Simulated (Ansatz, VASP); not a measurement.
LiCaF3: VASP beside Ansatz

```
Li Ca F
1.0
     3.76124    0.00000    0.00000
     0.00000    3.76124    0.00000
     0.00000    0.00000    3.95871
Li Ca F
1 1 3
Direct
  0.50000 0.50000 0.50000
  0.00000 0.00000 0.00000
  0.00000 0.50000 0.50000
  0.50000 0.50000 0.00000
  0.50000 0.00000 0.50000
```

Change from the starting cell: strain +0.0525 x Voigt [0, 0, 1, 0, 0, 0], atoms carried along.

Alike in both runs: task single point; functional LDA; k mesh 6 × 6 × 6; occupations gaussian, width 0.05 eV; no spin polarisation.

|  | VASP | Ansatz |
| --- | --- | --- |
| version | VASP 6.6.1 | Ansatz 0.2.0 |
| potentials or method | VASP PAW LDA potentials, release 64 (Li_sv, Ca_sv, F), cutoff 520 eV | scalar-relativistic, plane waves, PAW |
| valence electrons in the cell | 34 | 34 |

```tsv
	VASP	Ansatz	Ansatz less VASP
gap on the k mesh at the Fermi level (eV)	5.79	5.81	+0.016
least direct gap on the mesh (eV)	6.10	6.11	+0.014
```

LDA's correlation is that of Perdew and Zunger in VASP and of Perdew and Wang (1992) in Ansatz.

Noted on VASP's run: the cutoff is short for stress, so the pressure is rough.
